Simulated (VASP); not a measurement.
Crystal: BAs.

```
B As
1.0
     0.00000    2.33834    2.33834
     2.33834    0.00000    2.33834
     2.33834    2.33834    0.00000
B As
1 1
Direct
  0.50000 0.50000 0.50000
  0.00000 0.00000 0.00000
```

The cell was built from a structure type or drawn by symmetry, and may not be a known phase.

| Item | Value |
| --- | --- |
| Program | VASP 6.6.1 |
| Task | relaxation of cell and atoms |
| Functional | PBE |
| Potentials or basis | VASP PAW PBE potentials, release 64 (B, As) |
| Cutoff | 500 eV |
| k mesh | 7 × 7 × 7 |
| Occupations | gaussian, width 0.2 eV |
| Spin | no spin polarisation |

At the start: pressure -4.2 GPa; volume 12.79 Å³/atom.

Q: How do energy, volume and symmetry change on relaxing?

A: Over 3 steps the energy falls by 5.8 meV/atom and the volume is 12.35 Å³/atom (-3.4 %); space group Fm-3m (No. 225, to 0.1 Å) before and after.

Step by step:
| step | energy change (eV) | largest force (eV/Å) | pressure (GPa) | volume (Å³) |
| --- | --- | --- | --- | --- |
| 1 | 0.0000 | 0.0000 | -4.18 | 25.57 |
| 2 | -0.0096 | 0.0000 | 1.93 | 24.36 |
| 3 | -0.0116 | 0.0000 | 0.01 | 24.71 |

Final structure:
```
B As
1.0
     0.00000    2.31168    2.31168
     2.31168    0.00000    2.31168
     2.31168    2.31168    0.00000
B As
1 1
Direct
  0.50000 0.50000 0.50000
  0.00000 0.00000 0.00000
```
